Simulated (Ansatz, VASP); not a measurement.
# Yb in VASP and in Ansatz

```
CELL_PARAMETERS angstrom
-1.68227 1.68227 1.68227
1.68227 -1.68227 1.68227
1.68227 1.68227 -1.68227
ATOMIC_POSITIONS crystal
Yb 0.00000 0.00000 0.00000
```

Change from the starting cell: volume scaled by 0.55, LAPW.

Alike in both runs: task single point; functional PBE; k mesh 14 × 14 × 14; occupations fermi-dirac, width 0.08 eV; no spin polarisation.

|  | VASP | Ansatz |
| --- | --- | --- |
| version | VASP 6.6.1 | Ansatz 0.2.0 |
| potentials or method | VASP PAW PBE potentials, release 64 (Yb), cutoff 520 eV | all-electron LAPW, scalar-relativistic |

Ansatz gave:

* pressure (GPa): 36.9

Q: What did VASP give for the same quantities?

A: Pressure (GPa): 37.3.

Both programs put the cell under a high pressure, so it lies far from rest at this level. Ansatz ran all-electron here, and VASP with PAW potentials.

Spin-orbit coupling is off throughout.
